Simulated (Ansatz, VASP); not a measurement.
Two plane-wave programs on Te

```xyz
1
Lattice="-1.5877 1.5877 1.5877 1.5877 -1.5877 1.5877 1.5877 1.5877 -1.5877" Properties=species:S:1:pos:R:3 pbc="T T T"
Te    0.0000    0.0000    0.0000
```

Change from the starting cell: volume scaled by 0.6, PAW files.

Alike in both runs: task single point; functional LDA; k mesh 15 × 15 × 15; occupations fermi-dirac, width 0.1 eV; no spin polarisation.

```csv
,VASP,Ansatz
version,VASP 6.6.1,Ansatz 0.2.0
potentials or method,"VASP PAW LDA potentials, release 64 (Te)","PAW with Ansatz's default frozen-core files, scalar-relativistic"
plane-wave cutoff (eV),520,420
valence electrons in the cell,6,16
```

```csv
,VASP,Ansatz,Ansatz less VASP
pressure (GPa),113.4,111.4,-1.95
```

LDA's correlation is that of Perdew and Zunger in VASP and of Perdew and Wang (1992) in Ansatz. Both programs put the cell under a high pressure, so it lies far from rest at this level. VASP's potentials hold 6 valence electrons a cell and Ansatz's 16, so a difference there can come from the potentials and not from the codes.

Spin-orbit coupling is off throughout. Noted on VASP's run: the cell as given lies far from equilibrium.
